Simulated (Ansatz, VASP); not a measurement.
**As: VASP beside Ansatz**

Contents of INCAR:

```
SYSTEM = As
  PREC = Accurate
  ENCUT = 520
  EDIFF = 1E-7
  ISMEAR = 0
  SIGMA = 0.05
  LREAL = .False.
  LASPH = .True.
  NELM = 80
  ALGO = Normal
  ISIF = 2
  LWAVE = .False.
  LCHARG = .False.
  LDIPOL = .True.
  IDIPOL = 3
  DIPOL = 0.5 0.5 0.371
  GGA = PE
  IVDW = 12
  NBANDS = 18
```

File KPOINTS:

```
regular mesh
0
Gamma
  9 9 1
  0 0 0
```

Contents of POSCAR:

```
As
1.0
    3.5716242768      0.0000000000      0.0000000000
   -1.7858121384      3.0931173565      0.0000000000
    0.0000000000      0.0000000000     20.2951239260
As
4
Direct
    0.3333333333      0.6666666667      0.2217281361
    0.6666666667      0.3333333333      0.2905900937
    1.0000000000      0.5000000000      0.4517125392
    1.3333333333      0.1666666667      0.5205744968
```

Input for Ansatz:

```yaml
crystal:
  lattice:
    - [3.5716243461, 0.0, 0.0]
    - [-1.7858121731, 3.0931174165, 0.0]
    - [0.0, 0.0, 20.295123953]
  atoms:
    - { symbol: As, position: [0.3333333333, 0.6666666667, 0.2217281358] }
    - { symbol: As, position: [0.6666666667, 0.3333333333, 0.290590094] }
    - { symbol: As, position: [1.0, 0.5, 0.4517125393] }
    - { symbol: As, position: [1.3333333333, 0.1666666667, 0.5205744975] }
basis:
  ecutwfc: 420
kpoints:
  mp_grid: { grid: [9, 9, 1] }
hamiltonian:
  xc: pbe
  dispersion: d3bj
scf:
  occupations: { method: gaussian, width: 0.05 }
output:
  forces: true
  eigenvalues: true
efield:
  axis: 3
  dipole_correction: true
  ramp_width: 0.04
```

Alike in both runs: task single point; functional PBE; dispersion D3(BJ); k mesh 9 × 9 × 1; occupations gaussian, width 0.05 eV; no spin polarisation.

|  | VASP | Ansatz |
| --- | --- | --- |
| version | VASP 6.6.1 | Ansatz 0.2.0 |
| potentials or method | VASP PAW PBE potentials, release 64 (As), cutoff 520 eV | scalar-relativistic, plane waves, PAW |
| valence electrons in the cell | 20 | 60 |

```csv
,VASP,Ansatz,Ansatz less VASP
gap on the k mesh at the Fermi level (eV),0.87,0.90,+0.022
least direct gap on the mesh (eV),1.47,1.50,+0.024
rms of the force components (eV/Å),0.056,0.043,-0.0125
```

Atom by atom the forces differ by 0.053 eV/Å (rms over components). VASP's potentials hold 20 valence electrons a cell and Ansatz's 60, so a difference there can come from the potentials and not from the codes.
